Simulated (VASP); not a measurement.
Runs of VASP 6.6.1 on NiO. The structure is that of space group Fm-3m (No. 225), or close to it. The cells are those of the table. 

```tsv
cell	gap on the mesh (eV)	pressure (GPa)
a = 2.941 Å, angles 60.0°, 2 atoms	none	0.1
a = 2.980 Å, angles 60.0°, 2 atoms	none	(a)
a = 2.921 Å, angles 60.0°, 2 atoms	none	4.5
a = 2.961 Å, angles 60.0°, 2 atoms	none	-3.8
a = 2.901 Å, angles 60.0°, 2 atoms	none	(b)
```

Alike in all rows: task single point; level PBE; potentials or basis VASP PAW PBE potentials, release 64 (Ni, O); no spin polarisation; k mesh 14 × 14 × 14; cutoff (eV) 520; smearing gaussian 0.05 eV.

**Question.** Estimate the missing entries.

**Answer.** (a) -7.2; (b) 9.4.

Caveats: the run has no spin polarisation, though such a crystal can be magnetic; semilocal functionals often make such compounds metallic where correlation or magnetic order opens a gap, which also shifts bond lengths.

A gap of «none» marks levels without a gap at the run's occupations.
